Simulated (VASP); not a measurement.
Crystal: Te.

```
CELL_PARAMETERS angstrom
-1.39350 1.39350 1.39350
1.39350 -1.39350 1.39350
1.39350 1.39350 -1.39350
ATOMIC_POSITIONS crystal
Te 0.00000 0.00000 0.00000
```

This cell differs from its parent crystal: volume scaled by 0.4.

Base run:

| Quantity | Value |
| --- | --- |
| Program | VASP 6.6.1 |
| Functional | PBEsol |
| Potentials or basis | VASP PAW PBE potentials, release 64 (Te) |
| Cutoff | 520 eV |
| k mesh | 15 × 15 × 15 |
| Occupations | fermi-dirac, width 0.05 eV |
| Spin | no spin polarisation |

Its results: band gap on the k mesh zero (band 3 reaches 37.33 eV, above the bottom of band 4 at 20.32 eV); pressure 492.7 GPa.

Problem. The run is repeated on the same cell with these changes: k mesh from 15 × 15 × 15 to 15 × 15 × 15, shifted. What comes out?

Solution. Band gap on the k mesh zero (band 3 reaches 37.17 eV, above the bottom of band 4 at 19.13 eV); pressure 493.9 GPa.

Caveats: the PAW data sets were made with another functional, which shifts forces and pressure a little; spin-orbit coupling is left out, which moves the levels of the heavy elements.
